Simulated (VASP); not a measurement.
Write the native input for VASP 6.6.1 that does the following.

```
Task                   : single point
Functional             : LDA
Potentials or basis    : VASP PAW LDA potentials, release 64 (Ta_pv)
Cutoff                 : 520 eV
k mesh                 : 12 × 12 × 6
Occupations            : fermi-dirac, width 0.1 eV
Spin                   : no spin polarisation
Dipole correction      : no
Further INCAR settings : ALGO = Normal; EDIFF = 1e-06; NBANDS = 18
```

The structure of Ta lies in POSCAR:

```
Ta
1.0
    2.9003720000      0.0000000000      0.0000000000
   -1.4501860000      2.5117960000      0.0000000000
    0.0000000000      0.0000000000      5.1662740000
Ta
2
Direct
    0.6666666667      0.3333333333      0.7500000000
    0.3333333333      0.6666666667      0.2500000000
```

One way to write it, as run:

INCAR

```
SYSTEM = Ta
ALGO = Normal ; EDIFF = 1E-6
ENCUT = 520 ; ISIF = 2
ISMEAR = -1 ; LASPH = .True.
LCHARG = .False. ; LREAL = .False.
LWAVE = .False. ; NBANDS = 18
NELM = 100 ; PREC = Accurate
SIGMA = 0.1
```

KPOINTS

```
k-points
0
Gamma
  12 12 6
  0 0 0
```

Potentials or basis: VASP PAW LDA potentials, release 64 (Ta_pv).

Command:

```sh
$ cat potpaw_LDA.64/Ta_pv/POTCAR > POTCAR
$ mpirun -np 1 vasp_std > vasp.out
```

It gave:

* Pressure: -11.2 GPa
* Band gap on the k mesh: zero (band 11 reaches 7.04 eV, above the bottom of band 12 at 4.73 eV)

Caveat: spin-orbit coupling is left out, which moves the levels of the heavy elements.

Wall time 25 s on 1 thread of Intel(R) Xeon(R) Platinum 8175M CPU @ 2.50GHz (Skylake/Cascade Lake) (shared host), peak memory 0.16 GiB.
